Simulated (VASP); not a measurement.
# KZrCl3 (Pm-3m) in VASP: single point with PBE

Aim: the single point of KZrCl3 with PBE.

All numbers are computed with VASP 6.6.1; they aren't measurements. Logs are shortened: lines on timing, memory, paths and dates and some standing lists are left out, and cuts for length are marked.

**1. The cell of the first run**

It takes space group Pm-3m (No. 221, cubic). The conventional cell has a = 5.135 Å, b = 5.135 Å, c = 5.135 Å, α = 90.00°, β = 90.00°, γ = 90.00°. K (site symmetry m-3m) has 6 Cl at 2.57 Å within 3.4 Å. Within 4.8 Å of Zr (site symmetry m-3m) lie 12 Cl at 3.63 Å and 8 K at 4.45 Å. Within 3.4 Å of Cl (site symmetry 4/mmm) lie 2 K at 2.57 Å.

**2. Single point, PBE**

The input, INCAR:

```
SYSTEM = KZrCl3
PREC     = Accurate       ! precision mode
ENCUT    = 520            ! plane-wave cutoff, eV
EDIFF    = 1E-6           ! SCF threshold, eV
ISMEAR   = 0              ! smearing method
SIGMA    = 0.1            ! smearing width, eV
LREAL    = .FALSE.        ! projectors in reciprocal space
LASPH    = .TRUE.         ! aspherical terms in the spheres
NELM     = 100            ! most SCF steps
ALGO     = Normal         ! electronic algorithm
ISIF     = 2              ! what is computed and relaxed
LWAVE    = .FALSE.        ! write WAVECAR
LCHARG   = .FALSE.        ! write CHGCAR
GGA      = PE             ! functional
NBANDS   = 29             ! bands
```

The input, KPOINTS:

```
Automatic mesh
0
G
  4 4 4
  0 0 0
```

The input, POSCAR:

```
KZrCl3
1.0
    5.1346679200      0.0000000000      0.0000000000
    0.0000000000      5.1346679200      0.0000000000
    0.0000000000      0.0000000000      5.1346679200
K Zr Cl
1 1 3
Direct
    0.5000000000      0.5000000000      0.5000000000
    0.0000000000      0.0000000000      0.0000000000
    0.5000000000      0.5000000000      0.0000000000
    0.0000000000      0.5000000000      0.5000000000
    0.5000000000      0.0000000000      0.5000000000
```

Potentials or basis: VASP PAW PBE potentials, release 64 (K_sv, Zr_sv, Cl).

Started as:

```
cat potpaw_PBE.64/K_sv/POTCAR potpaw_PBE.64/Zr_sv/POTCAR potpaw_PBE.64/Cl/POTCAR > POTCAR
mpirun -np 1 vasp_std > vasp.out
```

OUTCAR:

```text
SYSTEM = KZrCl3
   PREC = Accurate
   ENCUT = 520
   EDIFF = 1E-6
   ISMEAR = 0
   LREAL = .FALSE.
   LASPH = .TRUE.
   NELM = 100
   ISIF = 2
   GGA = PE

 ion  position               nearest neighbor table
   1  0.500  0.500  0.500-   3 2.57   4 2.57   5 2.57   3 2.57   5 2.57   4 2.57
   2  0.000  0.000  0.000-
   3  0.500  0.500  0.000-   1 2.57   1 2.57
   4  0.000  0.500  0.500-   1 2.57   1 2.57
   5  0.500  0.000  0.500-   1 2.57   1 2.57

  LATTYP: Found a simple cubic cell.
 ALAT       =     5.1346679200

  Lattice vectors:

 A1 = (   5.1346679200,   0.0000000000,   0.0000000000)
 A2 = (   0.0000000000,   5.1346679200,   0.0000000000)
 A3 = (   0.0000000000,   0.0000000000,   5.1346679200)

Analysis of symmetry for initial positions (statically):
=====================================================================
 Subroutine PRICEL returns:
 Original cell was already a primitive cell.

 Routine SETGRP: Setting up the symmetry group for a
 simple cubic supercell.

 Subroutine GETGRP returns: Found 48 space group operations
 (whereof 48 operations were pure point group operations)
 out of a pool of 48 trial point group operations.

The static configuration has the point symmetry O_h .

Analysis of symmetry for dynamics (positions and initial velocities):
=====================================================================
 Subroutine PRICEL returns:
 Original cell was already a primitive cell.

 Routine SETGRP: Setting up the symmetry group for a
 simple cubic supercell.

 Subroutine GETGRP returns: Found 48 space group operations
 (whereof 48 operations were pure point group operations)
 out of a pool of 48 trial point group operations.

The dynamic configuration has the point symmetry O_h .

 Subroutine INISYM returns: Found 48 space group operations
 (whereof 48 operations are pure point group operations),
 and found     1 'primitive' translations

----------------------------------------------------------------------------------------

                                     Primitive cell

  volume of cell :     135.3746

  direct lattice vectors                    reciprocal lattice vectors
     5.134667920  0.000000000  0.000000000     0.194754562  0.000000000  0.000000000
     0.000000000  5.134667920  0.000000000     0.000000000  0.194754562  0.000000000
     0.000000000  0.000000000  5.134667920     0.000000000  0.000000000  0.194754562

  length of vectors
     5.134667920  5.134667920  5.134667920     0.194754562  0.194754562  0.194754562

  position of ions in fractional coordinates (direct lattice)
     0.500000000  0.500000000  0.500000000
     0.000000000  0.000000000  0.000000000
     0.500000000  0.500000000  0.000000000
     0.000000000  0.500000000  0.500000000
     0.500000000  0.000000000  0.500000000

  ion indices of the primitive-cell ions
   primitive index   ion index
                 1           1
                 2           2
                 3           3
                 4           4
                 5           5

----------------------------------------------------------------------------------------

 KPOINTS: Automatic mesh

Automatic generation of k-mesh.
 Grid dimensions read from file:
 generate k-points for:    4    4    4

 Generating k-lattice:

  Cartesian coordinates                     Fractional coordinates (reciprocal lattice)
     0.048688640  0.000000000  0.000000000     0.250000000  0.000000000  0.000000000
     0.000000000  0.048688640  0.000000000     0.000000000  0.250000000  0.000000000
     0.000000000  0.000000000  0.048688640     0.000000000  0.000000000  0.250000000

  Length of vectors
     0.048688640  0.048688640  0.048688640

  Shift w.r.t. Gamma in fractional coordinates (k-lattice)
     0.000000000  0.000000000  0.000000000

 Subroutine IBZKPT returns following result:
 ===========================================

 Found     10 irreducible k-points:

 Following reciprocal coordinates:
            Coordinates               Weight
  0.000000  0.000000  0.000000      1.000000
  0.250000  0.000000  0.000000      6.000000
  0.500000  0.000000  0.000000      3.000000
  0.250000  0.250000  0.000000     12.000000
  0.500000  0.250000  0.000000     12.000000
  0.500000  0.500000  0.000000      3.000000
  0.250000  0.250000  0.250000      8.000000
  0.500000  0.250000  0.250000     12.000000
  0.500000  0.500000  0.250000      6.000000
  0.500000  0.500000  0.500000      1.000000
   k-points           NKPTS =     10   k-points in BZ     NKDIM =     10   number of bands    NBANDS=     29
   number of dos      NEDOS =    301   number of ions     NIONS =      5
   total plane-waves  NPLWV =  64000
   dimension x,y,z NGX =    40 NGY =   40 NGZ =   40
   dimension x,y,z NGXF=    80 NGYF=   80 NGZF=   80
   ions per type =               1   1   3
   NGX,Y,Z   is equivalent  to a cutoff of  12.95, 12.95, 12.95 a.u.
   NGXF,Y,Z  is equivalent  to a cutoff of  25.90, 25.90, 25.90 a.u.
 SYSTEM =  KZrCl3
   PREC   = accura    normal or accurate (medium, high low for compatibility)
   ISTART =      0    job   : 0-new  1-cont  2-samecut
   ICHARG =      2    charge: 1-file 2-atom 10-const
   ISPIN  =      1    spin polarized calculation?
   LNONCOLLINEAR =      F non collinear calculations
   LSORBIT =      F    spin-orbit coupling
   LASPH  =      T    aspherical Exc in radial PAW
   ENCUT  =  520.0 eV  38.22 Ry    6.18 a.u.   9.55  9.55  9.55*2*pi/ulx,y,z
   NELM   =    100;   NELMIN=  2; NELMDL= -5     # of ELM steps
   EDIFF  = 0.1E-05   stopping-criterion for ELM
   LREAL  =      F    real-space projection
   EDIFFG = 0.1E-04   stopping-criterion for IOM
   NSW    =      0    number of steps for IOM
   IBRION =     -1    ionic relax: 0-MD 1-quasi-New 2-CG
   NFREE  =      0    steps in history (QN), initial steepest desc. (CG)
   ISIF   =      2    stress and relaxation
   ISYM   =      2    0-nonsym 1-usesym 2-fastsym
   POTIM  = 0.5000    time-step for ionic-motion
   TEBEG  =    0.0;   TEEND  =   0.0 temperature during run
   PSTRESS=    0.0 pullay stress
   NELECT =      42.0000    total number of electrons
   NUPDOWN=      -1.0000    fix difference up-down
   EMIN   =  10.00;   EMAX   =-10.00  energy-range for DOS
   EFERMI =   0.00;   METHOD = LEGACY
   ISMEAR =     0;   SIGMA  =   0.10  broadening in eV -4-tet -1-fermi 0-gaus
   EFERMI_NEDOS =   21; number of points for ismear=-14 and -15
   IALGO  =     38    algorithm
   IMIX   =      4    mixing-type and parameters
     AMIX     =   0.40;   BMIX     =  1.00
     AMIX_MAG =   1.60;   BMIX_MAG =  1.00
  volume/ion in A,a.u.               =      27.07       182.71
  Fermi-wavevector in a.u.,A,eV,Ry     =   1.108270  2.094327 16.711524  1.228262
  Thomas-Fermi vector in A             =   2.244795
   LORBIT       =      0    0 simple, 1 ext, 2 COOP (PROOUT), +10 PAW based schemes
   GGA     = PE    functional components
   LHFCALC =     F    Hartree Fock is set to
   AEXX    =    0.0000 exact exchange contribution
   IVDW    =     0    specifies the selected vdW correction
   LEPSILON=     F    determine dielectric tensor
   LRPA    =     F    only Hartree local field effects (RPA)
 non-spin polarized calculation
 Gauss-broadening in eV      SIGMA  =   0.10
  energy-cutoff  :      520.00
  volume of cell :      135.37
 maximum number of plane-waves:      3743
 NGX is ok and might be reduce to    40
   NGX = 19   NGY = 19   NGZ = 19

 number of electron      42.0000014 magnetization

 Free energy of the ion-electron system (eV)
  ---------------------------------------------------
  ext. energy  EPLUGINS =         0.00000000
  ---------------------------------------------------
  free energy    TOTEN  =       -15.52303508 eV

  energy without entropy =      -15.45254632  energy(sigma->0) =      -15.48779070

 E-fermi :   3.2305     XC(G=0):  -8.6603

 val. band max:        3.2247299137   @ k =   0.2500   0.2500   0.0000
 cond. band min:       3.2508261017   @ k =   0.5000   0.0000   0.0000
 fundamental gap:      0.0260961880
 Fermi energy:         3.2304894016

 k-point     1 :       0.0000    0.0000    0.0000
  band No.  band energies     occupation
      1     -47.9947      2.00000
      2     -25.9455      2.00000
      3     -25.9455      2.00000
      4     -25.9455      2.00000
      5     -24.8277      2.00000
      6     -12.1178      2.00000
[... 21 lines left out ...]
     28       8.9661      0.00000
     29       8.9661      0.00000

 k-point     2 :       0.2500    0.0000    0.0000
  band No.  band energies     occupation
      1     -47.9946      2.00000
      2     -25.9464      2.00000
      3     -25.9454      2.00000
      4     -25.9454      2.00000
      5     -24.8245      2.00000
      6     -12.1924      2.00000
[... 21 lines left out ...]
     28       8.8423      0.00000
     29       8.8697      0.00000

 k-point     3 :       0.5000    0.0000    0.0000
  band No.  band energies     occupation
      1     -47.9946      2.00000
      2     -25.9472      2.00000
      3     -25.9453      2.00000
      4     -25.9453      2.00000
      5     -24.8214      2.00000
      6     -12.3368      2.00000
[... 21 lines left out ...]
     28       8.4432      0.00000
     29       8.4432      0.00000

 k-point     4 :       0.2500    0.2500    0.0000
  band No.  band energies     occupation
      1     -47.9946      2.00000
      2     -25.9463      2.00000
      3     -25.9462      2.00000
      4     -25.9453      2.00000
      5     -24.8214      2.00000
      6     -12.2113      2.00000
[... 149 lines left out ...]
     28       7.5589      0.00000
     29       8.7732      0.00000

 k-point     9 :       0.5000    0.5000    0.2500
  band No.  band energies     occupation
      1     -47.9946      2.00000
      2     -25.9469      2.00000
      3     -25.9469      2.00000
      4     -25.9460      2.00000
      5     -24.8122      2.00000
      6     -12.3162      2.00000
[... 21 lines left out ...]
     28       8.0605      0.00000
     29       8.5005      0.00000

 k-point    10 :       0.5000    0.5000    0.5000
  band No.  band energies     occupation
      1     -47.9946      2.00000
      2     -25.9468      2.00000
      3     -25.9468      2.00000
      4     -25.9468      2.00000
      5     -24.8091      2.00000
      6     -12.3128      2.00000
[... 21 lines left out ...]
     28       8.9475      0.00000
     29       8.9475      0.00000

------------------------ aborting loop because EDIFF is reached ----------------------------------------

  FORCE on cell =-STRESS in cart. coord.  units (eV):
  Direction    XX          YY          ZZ          XY          YZ          ZX
  --------------------------------------------------------------------------------------
  -------------------------------------------------------------------------------------
  Total        4.2819647      4.2819647      4.2819647      0.0000000     -0.0000000     -0.0000000
  in kB       50.6776628     50.6776628     50.6776628      0.0000000     -0.0000000     -0.0000000
  external PRESSURE =      50.6776628 kB  Pullay stress =       0.0000000 kB

 VOLUME and BASIS-vectors are now :
 -----------------------------------------------------------------------------
  energy-cutoff  :      520.00
  volume of cell :      135.37
      direct lattice vectors                 reciprocal lattice vectors
     5.134667920  0.000000000  0.000000000     0.194754562  0.000000000  0.000000000
     0.000000000  5.134667920  0.000000000     0.000000000  0.194754562  0.000000000
     0.000000000  0.000000000  5.134667920     0.000000000  0.000000000  0.194754562

 POSITION                                       TOTAL-FORCE (eV/Angst)
 -----------------------------------------------------------------------------------
      2.56733      2.56733      2.56733         0.000000      0.000000      0.000000
      0.00000      0.00000      0.00000         0.000000      0.000000      0.000000
      2.56733      2.56733      0.00000         0.000000      0.000000      0.000000
      0.00000      2.56733      2.56733         0.000000      0.000000      0.000000
      2.56733      0.00000      2.56733         0.000000      0.000000      0.000000
 -----------------------------------------------------------------------------------
    total drift:                                0.000000      0.000000     -0.000000

  FREE ENERGIE OF THE ION-ELECTRON SYSTEM (eV)
  ---------------------------------------------------
  free  energy   TOTEN  =       -15.5230350771 eV

  energy  without entropy=      -15.4525463173  energy(sigma->0) =      -15.48779070
```

Run time: 35 s. Hardware: 1 thread of Intel Xeon Platinum 8259CL at 2.50GHz (Skylake/Cascade Lake), shared host; peak memory 0.25 GiB.

What came out:

```yaml
Free_energy: -15.5230 eV
Pressure: 5.1 GPa
Band_gap_on_the_k_mesh: zero (band 21 reaches 3.33 eV, above the bottom of band 22 at 2.80 eV)
```

Levels at points of the mesh, in eV from the Fermi level:
```
           k point  band 18  band 19  band 20  band 21  band 22  band 23  band 24  band 25
(0.00, 0.00, 0.00)    -1.94    -1.94    -1.94    -0.47    -0.43    -0.43    -0.03    -0.03
(0.50, 0.00, 0.00)    -3.56    -2.02    -2.02    -0.03     0.02     0.21     0.57     0.57
(0.50, 0.50, 0.00)    -3.18    -2.56    -2.17     0.06     0.11     0.36     0.57     0.57
(0.50, 0.50, 0.50)    -2.48    -2.48    -2.48    -0.03    -0.03    -0.03     0.17     0.17
```
